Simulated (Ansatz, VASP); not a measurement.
## Two plane-wave programs on MgS

File INCAR:

```
SYSTEM = MgS
PREC = Accurate
ENCUT = 520
EDIFF = 1E-6
ISMEAR = 0
SIGMA = 0.02
LREAL = .False.
LASPH = .True.
NELM = 80
ALGO = Normal
ISIF = 2
LWAVE = .False.
LCHARG = .False.
GGA = PS
NBANDS = 11
```

File KPOINTS:

```
Automatic mesh
0
Gamma
  8 8 8
  0 0 0
```

The input POSCAR:

```
MgS
1.0
    0.0148294050      2.5913214495      2.5793798760
    2.5704562165      0.0153497350      2.5788595460
    2.5816433115      2.6019882145      0.0041626400
Mg S
1 1
Direct
   -0.0104222320      0.0030922684     -0.0102415775
    0.5104222320      0.4969077316      0.5102415775
```

Input for Ansatz:

```yaml
crystal:
  lattice:
    - [0.014829405, 2.5913214495, 2.579379876]
    - [2.5704562165, 0.015349735, 2.578859546]
    - [2.5816433115, 2.6019882145, 0.00416264]
  atoms:
    - { symbol: Mg, position: [-0.010422232, 0.0030922684, -0.0102415775] }
    - { symbol: S, position: [0.510422232, 0.4969077316, 0.5102415775] }
basis:
  ecutwfc: 420
kpoints:
  mp_grid: { grid: [8, 8, 8] }
hamiltonian:
  xc: pbesol
scf:
  occupations: { method: gaussian, width: 0.02 }
output:
  forces: true
  stress: true
  eigenvalues: true
```

Change from the starting cell: all atoms moved at random, cell strained at random.

Alike in both runs: task single point; functional PBEsol; k mesh 8 × 8 × 8; occupations gaussian, width 0.02 eV; no spin polarisation.

|  | VASP | Ansatz |
| --- | --- | --- |
| version | VASP 6.6.1 | Ansatz 0.2.0 |
| potentials or method | VASP PAW PBE potentials, release 64 (Mg, S), cutoff 520 eV | scalar-relativistic, plane waves, PAW |
| valence electrons in the cell | 8 | 16 |

Ansatz gave:

* gap on the k mesh at the Fermi level (eV): 2.71
* least direct gap on the mesh (eV): 3.77
* pressure (GPa): 1.7
* traceless stress, the component that is largest in VASP (GPa): -0.62
* rms of the force components (eV/Å): 0.221

**Question.** Estimate VASP's values.

**Answer.** gap on the k mesh at the Fermi level (eV): 2.71; least direct gap on the mesh (eV): 3.77; pressure (GPa): 1.5; traceless stress, the component that is largest in VASP (GPa): -0.63; rms of the force components (eV/Å): 0.221.

VASP's potentials were made for PBE, not for PBEsol. Atom by atom the forces differ by 0.001 eV/Å (rms over components). With one functional, cell and mesh, what is left measures potentials, basis and numerics. VASP's potentials hold 8 valence electrons a cell and Ansatz's 16, so a difference there can come from the potentials and not from the codes.
